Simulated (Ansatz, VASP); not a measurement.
**BN in VASP and in Ansatz**

POSCAR

```
BN
1.0
    0.0000000000      1.8130010000      1.8130010000
    1.8130010000      0.0000000000      1.8130010000
    1.8130010000      1.8130010000      0.0000000000
B N
1 1
Direct
   -0.0048752509      0.0048752509      0.0000000000
    0.7500000000      0.7500000000      0.7500000000
```

Contents of INCAR.step1:

```
SYSTEM = BN
PREC = Accurate
ENCUT = 520
ISMEAR = 0
SIGMA = 0.05
LREAL = .False.
LASPH = .True.
NELM = 60
NBANDS = 11
GGA = PE
ALGO = Normal
EDIFF = 1E-4
LWAVE = .True.
LCHARG = .False.
```

The input INCAR.step2:

```
SYSTEM = BN
PREC = Accurate
ENCUT = 520
EDIFF = 1E-6
ISMEAR = 0
SIGMA = 0.05
LREAL = .False.
LASPH = .True.
NELM = 60
ALGO = Normal
ISIF = 2
LWAVE = .False.
LCHARG = .True.
METAGGA = R2SCAN
LMIXTAU = .True.
LELF = .True.
LVHAR = .True.
NBANDS = 11
ISTART = 1
```

Contents of KPOINTS:

```
regular mesh
0
Gamma
  12 12 12
  0 0 0
```

Input for Ansatz:

```yaml
crystal:
  lattice:
    - [0.0, 1.813001, 1.813001]
    - [1.813001, 0.0, 1.813001]
    - [1.813001, 1.813001, 0.0]
  atoms:
    - { symbol: B, position: [-0.0048752509, 0.0048752509, 0.0] }
    - { symbol: "N", position: [0.75, 0.75, 0.75] }
basis:
  ecutwfc: 500
kpoints:
  mp_grid: { grid: [12, 12, 12] }
hamiltonian:
  xc: r2scan
scf:
  occupations: { method: gaussian, width: 0.05 }
output:
  forces: true
  stress: true
  eigenvalues: true
```

Change from the starting cell: all B atoms moved +0.013 Å, as atom 1 along Cartesian [1 -1 0].

Alike in both runs: task single point; functional r2SCAN; k mesh 12 × 12 × 12; occupations gaussian, width 0.05 eV; no spin polarisation.

|  | VASP | Ansatz |
| --- | --- | --- |
| version | VASP 6.6.1 | Ansatz 0.2.0 |
| potentials or method | VASP PAW PBE potentials, release 64 (B, N), cutoff 520 eV | scalar-relativistic, plane waves, PAW |
| valence electrons in the cell | 8 | 8 |

```tsv
	VASP	Ansatz	Ansatz less VASP
gap on the k mesh at the Fermi level (eV)	4.85	4.87	+0.020
least direct gap on the mesh (eV)	9.28	9.32	+0.035
pressure (GPa)	-4.0	-5.1	-1.06
rms of the force components (eV/Å)	0.171	0.171	-0.0004
```

VASP's potentials were made for PBE, not for r2SCAN. Atom by atom the forces differ by 0.000 eV/Å (rms over components).
